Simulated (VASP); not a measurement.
Al, 2 atoms in the cell. The structure is tetragonal, space group I4/mmm (No. 139). Conventional cell: a = 2.823 Å, b = 2.823 Å, c = 3.933 Å, α = 90.00°, β = 90.00°, γ = 90.00°. Within 3.7 Å of Al (site symmetry 4/mmm) lie 12 Al at 2.80 to 2.82 Å.  This cell differs from its parent crystal: strain along c alone, the other axes held: -1.5 %.

```yaml
Program: VASP 6.6.1
Task: single point
Functional: r2SCAN
Potentials_or_basis: VASP PAW PBE potentials, release 64 (Al)
Cutoff: 520 eV
k_mesh: 18 × 18 × 14
Occupations: gaussian, width 0.1 eV
Spin: no spin polarisation
Dipole_correction: no
Further_INCAR_settings: ALGO = Normal; EDIFF = 1e-06; NBANDS = 10
```

Potentials or basis: VASP PAW PBE potentials, release 64 (Al).

Launch:

```console
$ cat potpaw_PBE.64/Al/POTCAR > POTCAR
$ cp INCAR.step1 INCAR
$ mpirun -np 1 vasp_std > vasp.out
$ cp INCAR.step2 INCAR
$ mpirun -np 1 vasp_std > vasp.out
```

Hardware: 1 thread of Intel(R) Xeon(R) Platinum 8488C (Sapphire Rapids) (shared host).

Q: Estimate the wall time of this run.

A: It took 2.7 min on 1 thread of Intel(R) Xeon(R) Platinum 8488C (Sapphire Rapids), on a shared host, peak memory 0.23 GiB. Counts: k points 440.
